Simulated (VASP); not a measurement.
A run of VASP 6.6.1:

Contents of INCAR:

```
PREC     = Accurate       # precision mode
ENCUT    = 520            # plane-wave cutoff, eV
EDIFF    = 1E-6           # SCF threshold, eV
ISMEAR   = 0              # smearing method
SIGMA    = 0.02           # smearing width, eV
LREAL    = False          # projectors in reciprocal space
LASPH    = True           # aspherical terms in the spheres
NELM     = 60             # most SCF steps
ALGO     = Normal         # electronic algorithm
ISIF     = 2              # what is computed and relaxed
LWAVE    = False          # write WAVECAR
LCHARG   = False          # write CHGCAR
GGA      = PS             # functional
NBANDS   = 41             # bands
```

File KPOINTS:

```
Automatic mesh
0
Gamma
  6 6 6
```

Contents of POSCAR:

```
AlGa3N4
1.0
    4.4596506314      0.0000000000      0.0000000000
    0.0000000000      4.4596506314      0.0000000000
    0.0000000000      0.0000000000      4.4596506314
Al Ga N
1 3 4
Direct
    0.0000000000      0.0000000000      0.0000000000
    0.5000000000      0.5000000000      0.0000000000
    0.5000000000      0.0000000000      0.5000000000
    0.0000000000      0.5000000000      0.5000000000
    0.7550434857      0.7550434857      0.2449565143
    0.7550434857      0.2449565143      0.7550434857
    0.2449565143      0.7550434857      0.7550434857
    0.2449565143      0.2449565143      0.2449565143
```

Potentials or basis: VASP PAW PBE potentials, release 64 (Al, Ga_d, N).

Launch:

```bash
$ cat potpaw_PBE.64/Al/POTCAR potpaw_PBE.64/Ga_d/POTCAR potpaw_PBE.64/N/POTCAR > POTCAR
$ mpirun -np 1 vasp_std > vasp.out
```

Hardware: 1 thread of AMD EPYC 7R13, with other jobs on the host.

Task: Estimate the wall time of this run.

Result: Wall time 2.8 min on 1 thread of AMD EPYC 7R13, with other jobs on the host, peak memory 0.19 GiB. Counts: scf iterations 14, k points 20.
